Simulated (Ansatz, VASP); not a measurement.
## Two plane-wave programs on Co

```
Co
1.0
     2.50540    0.00000    0.00000
    -1.25270    2.16974    0.00000
     0.00000    0.00000    4.08930
Co
2
Cartesian
  0.0000 1.4465 1.0223
  1.2527 0.7232 3.0670
```

Alike in both runs: task single point; functional PBE; k mesh 11 × 11 × 6; occupations fermi-dirac, width 0.1 eV; collinear spin.

|  | VASP | Ansatz |
| --- | --- | --- |
| version | VASP 6.6.1 | Ansatz 0.2.0 |
| potentials or method | VASP PAW PBE potentials, release 64 (Co), cutoff 520 eV | PAW, plane waves, scalar-relativistic |
| valence electrons in the cell | 18 | 34 |

```csv
,VASP,Ansatz,Ansatz less VASP
pressure (GPa),-15.1,-5.1,+9.97
"traceless stress, the component that is largest in VASP (GPa)",-2.24,-1.15,+1.091
net moment per atom (μB),0.00,1.59,+1.591
size of the moment on the site where the two differ most (μB),0.00,1.67,+1.672
```

The net moments are unlike, so the other rows may belong to different states. Site moments also hang on the region over which each program counts them. VASP's potentials hold 18 valence electrons a cell and Ansatz's 34, so a difference there can come from the potentials and not from the codes.
